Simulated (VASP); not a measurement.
A run of VASP 6.6.1:

Contents of INCAR:

```
  PREC = Accurate
  ENCUT = 520
  EDIFF = 1E-6
  ISMEAR = -1
  SIGMA = 0.05
  LREAL = F
  LASPH = T
  NELM = 100
  ALGO = Normal
  ISIF = 2
  LWAVE = F
  LCHARG = T
  GGA = PE
  LELF = T
  LVHAR = T
  NBANDS = 15
```

The input KPOINTS:

```
Automatic mesh
0
Gamma
  14 14 14
```

File POSCAR:

```
KF
1.0
    2.5864073196      0.0000000000      0.0000000000
    0.0000000000      2.5864073196      0.0000000000
    0.0000000000      0.0000000000      2.5864073196
K F
1 1
Direct
    0.0000000000      0.0000000000      0.0000000000
    0.5000000000      0.5000000000      0.5000000000
```

Potentials or basis: VASP PAW PBE potentials, release 64 (K_sv, F).

Run with:

```sh
$ cat potpaw_PBE.64/K_sv/POTCAR potpaw_PBE.64/F/POTCAR > POTCAR
$ mpirun -np 1 vasp_std > vasp.out
```

Hardware: 1 thread of AMD EPYC 9R45 96-Core Processor (Zen 5), with other jobs on the host.

Estimate the wall time of this run.

Run time: 15 s on 1 thread of AMD EPYC 9R45 96-Core Processor (Zen 5), with other jobs on the host, peak memory 0.11 GiB. Counts: scf iterations 13, k points 120.
